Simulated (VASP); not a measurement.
**GaN: single point with PBE**

Crystal: GaN.

```
Ga N
1.0
    -3.21854    0.00000    0.00000
     0.00000    0.00000   -5.24338
     0.00000   -5.57467    0.00000
Ga N
4 4
Direct
  0.50000 0.00789 0.17470
  0.00000 0.00134 0.65862
  0.00000 0.50134 0.34138
  0.50000 0.50789 0.82530
  0.50000 0.60402 0.16801
  0.00000 0.60687 0.66529
  0.00000 0.10687 0.33471
  0.50000 0.10402 0.83199
```

This cell differs from its parent crystal: atoms displaced along a vibrational mode.

```json
{"Program": "VASP 6.6.1", "Task": "single point", "Functional": "PBE", "Potentials or basis": "VASP PAW PBE potentials, release 64 (Ga_d, N)", "Cutoff": "520 eV", "k mesh": "8 × 6 × 6", "Occupations": "gaussian, width 0.05 eV", "Spin": "no spin polarisation", "Dipole correction": "no", "Further INCAR settings": "ALGO = Normal; EDIFF = 1e-06; NBANDS = 46"}
```

```
Pressure               : 1.5 GPa
Largest force          : 1.647 eV/Å
Band gap on the k mesh : 1.55 eV
```

Forces on the atoms (eV/Å):
```
Ga   0.000  1.143  1.186
Ga   0.000 -1.236  0.651
Ga   0.000  1.236  0.651
Ga   0.000 -1.143  1.186
N    0.000  0.035 -0.827
N    0.000 -0.148 -1.010
N    0.000  0.148 -1.010
N    0.000 -0.035 -0.827
```

Stress tensor (GPa, compression positive):
```
 4.00  0.00  0.00
 0.00  4.17  0.00
 0.00  0.00 -3.72
```

Levels at points of the mesh, in eV from the valence-band top:
```
           k point  band 34  band 35  band 36  band 37  band 38  band 39
(0.00, 0.00, 0.00)    -0.30    -0.28     0.00     1.55     3.66     4.71
(0.50, 0.00, 0.00)    -2.46    -1.87    -1.51     5.74     6.11     6.27
(0.00, 0.50, 0.00)    -0.75    -0.71    -0.71     3.82     3.82     4.24
(0.50, 0.50, 0.00)    -1.73    -1.35    -1.35     5.38     5.38     5.66
(0.00, 0.00, 0.50)    -0.73    -0.63    -0.50     3.81     4.01     5.40
(0.50, 0.00, 0.50)    -1.82    -1.52    -1.33     4.47     4.94     5.05
(0.00, 0.50, 0.50)    -1.85    -1.26    -1.26     4.81     4.81     5.14
(0.50, 0.50, 0.50)    -1.92    -1.56    -1.56     4.01     4.01     4.42
```

It took 2.5 min on 1 thread of Intel(R) Xeon(R) 6975P-C (Granite Rapids), with other jobs on the host, peak memory 0.36 GiB.

Caveat: the cell differs from its parent crystal (atoms displaced along a vibrational mode); forces of over 1 eV/Å act on the atoms, so gaps and moduli don't describe the material at rest.
